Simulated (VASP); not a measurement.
Runs of VASP 6.6.1 on CuSn2. The structure is that of space group P-6m2 (No. 187), or close to it. The cells are those of the table. 

```tsv
task	cell	k mesh	cutoff (eV)	gap on the mesh (eV)	pressure (GPa)	relaxed volume (Å³/atom)	largest force (eV/Å)
single point	a = 3.219, b = 3.219, c = 15.359 Å, angles 90.0, 90.0, 120.0°, 6 atoms	6 × 6 × 1	520	none	(a)	-	1.56
relaxation of cell and atoms	relaxed from a = 3.219, b = 3.219, c = 15.359 Å, angles 90.0, 90.0, 120.0°, 6 atoms	6 × 6 × 1	600	none	0.0	22.37	0.03
single point	a = 3.288, b = 3.288, c = 14.379 Å, angles 90.0, 90.0, 120.0°, 6 atoms	6 × 6 × 2	520	none	0.1	-	0.03
single point	a = 3.288, b = 3.288, c = 14.379 Å, angles 90.0, 90.0, 120.0°, 6 atoms	6 × 6 × 1	520	none	0.1	-	0.02
relaxation of cell and atoms	relaxed from a = 3.288, b = 3.288, c = 14.379 Å, angles 90.0, 90.0, 120.0°, 6 atoms	6 × 6 × 2	600	none	0.0	22.53	0.03
single point	a = 3.424, b = 3.424, c = 13.404 Å, angles 90.0, 90.0, 120.0°, 6 atoms	12 × 12 × 4	520	none	0.0	-	0.02
```

Alike in all rows: level PBE; potentials or basis VASP PAW PBE potentials, release 64 (Cu, Sn_d); no spin polarisation; smearing gaussian 0.1 eV.

Problem. Estimate the missing entries.

Solution. (a) 0.2.

Caveats: some runs use coarse meshes; spin-orbit coupling is left out, which moves the levels of the heavy elements; forces of over 1 eV/Å act on the atoms, so gaps and moduli don't describe the material at rest (some runs).

A k mesh can miss the band edges, and the runs leave out spin-orbit coupling on Sn.

A gap of «none» marks levels without a gap at the run's occupations.
